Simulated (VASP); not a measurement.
Runs of VASP 6.6.1 on Al2Pt. It takes space group Fm-3m (No. 225, cubic). The conventional cell has a = 5.910 Å, b = 5.910 Å, c = 5.910 Å, α = 90.00°, β = 90.00°, γ = 90.00°. Al (site symmetry -43m) has 4 Pt at 2.56 Å and 6 Al at 2.96 Å within 3.4 Å. Within 3.4 Å of Pt (site symmetry m-3m) lie 8 Al at 2.56 Å. 

```tsv
level	potentials or basis	k mesh	gap on the mesh (eV)	pressure (GPa)
LDA	VASP PAW LDA potentials, release 64 (Al, Pt)	6 × 6 × 6	none	-3.6
PBEsol	VASP PAW PBE potentials, release 64 (Al, Pt)	6 × 6 × 6	none	-1.0
r2SCAN	VASP PAW PBE potentials, release 64 (Al, Pt)	6 × 6 × 6	none	(a)
PBEsol	VASP PAW PBE potentials, release 64 (Al, Pt)	9 × 9 × 9	none	-1.0
```

Alike in all rows: task electric field gradients; no spin polarisation; cell as given; cutoff (eV) 520; smearing fermi-dirac 0.05 eV.

Q: Estimate the missing entries.

A: (a) -0.6.

Caveats: spin-orbit coupling is left out, which moves the levels of the heavy elements; the PAW data sets were made with another functional, which shifts forces and pressure a little (at least some runs); the cell stands under tension (at least some runs).

A k mesh can miss the band edges, and the runs leave out spin-orbit coupling on Pt.

A gap of «none» marks levels without a gap at the run's occupations.
